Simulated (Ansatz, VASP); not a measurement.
# CsSnI3 in VASP and in Ansatz

Contents of INCAR:

```
SYSTEM = CsSnI3
PREC = Accurate
ENCUT = 500
EDIFF = 1E-6
ISMEAR = -1
SIGMA = 0.05
LREAL = .FALSE.
LASPH = .TRUE.
NELM = 120
ALGO = Normal
ISIF = 2
LWAVE = .FALSE.
LCHARG = .FALSE.
GGA = PS
NBANDS = 30
GGA_COMPAT = .FALSE.
```

The input KPOINTS:

```
Automatic mesh
0
G
  5 5 5
  0 0 0
```

POSCAR

```
CsSnI3
1.0
    6.0790175149      0.0000000000      0.0000000000
    0.0000000000      6.0790175149      0.0000000000
    0.0000000000      0.0000000000      6.0790175149
Cs I Sn
1 3 1
Direct
    0.0000000000      0.0000000000      0.0000000000
    0.5000000000      0.5000000000      0.0000000000
    0.5000000000      0.0000000000      0.5000000000
    0.0000000000      0.5000000000      0.5000000000
    0.5000000000      0.5000000000      0.5000000000
```

The input input.yaml:

```yaml
crystal:
  lattice:
    - [6.0790175149, 0.0, 0.0]
    - [0.0, 6.0790175149, 0.0]
    - [0.0, 0.0, 6.0790175149]
  atoms:
    - { symbol: Cs, position: [0.0, 0.0, 0.0] }
    - { symbol: I, position: [0.5, 0.5, 0.0] }
    - { symbol: I, position: [0.5, 0.0, 0.5] }
    - { symbol: I, position: [0.0, 0.5, 0.5] }
    - { symbol: Sn, position: [0.5, 0.5, 0.5] }
kpoints:
  mp_grid: { grid: [5, 5, 5] }
scf:
  occupations: { method: fermi_dirac, width: 0.05 }
hamiltonian:
  xc: pbesol
  pseudopotentials: { kind: all_electron, lapw: { basis_error: 0.001 } }
output:
  forces: true
  stress: true
  eigenvalues: true
```

Change from the starting cell: volume scaled by 0.94.

Alike in both runs: task single point; functional PBEsol; k mesh 5 × 5 × 5; occupations fermi-dirac, width 0.05 eV; no spin polarisation.

|  | VASP | Ansatz |
| --- | --- | --- |
| version | VASP 6.6.1 | Ansatz 0.2.0 |
| potentials or method | VASP PAW PBE potentials, release 64 (Cs_sv, I, Sn_d), cutoff 500 eV | all-electron LAPW, scalar-relativistic |

|  | VASP | Ansatz | Ansatz less VASP |
| --- | --- | --- | --- |
| gap on the k mesh at the Fermi level (eV) | 1.67 | 1.67 | +0.003 |
| least direct gap on the mesh (eV) | 1.67 | 1.67 | +0.003 |
| pressure (GPa) | 0.4 | 0.4 | 0.00 |

VASP's potentials were made for PBE, not for PBEsol. Ansatz ran all-electron here, and VASP with PAW potentials.

Spin-orbit coupling is off throughout.
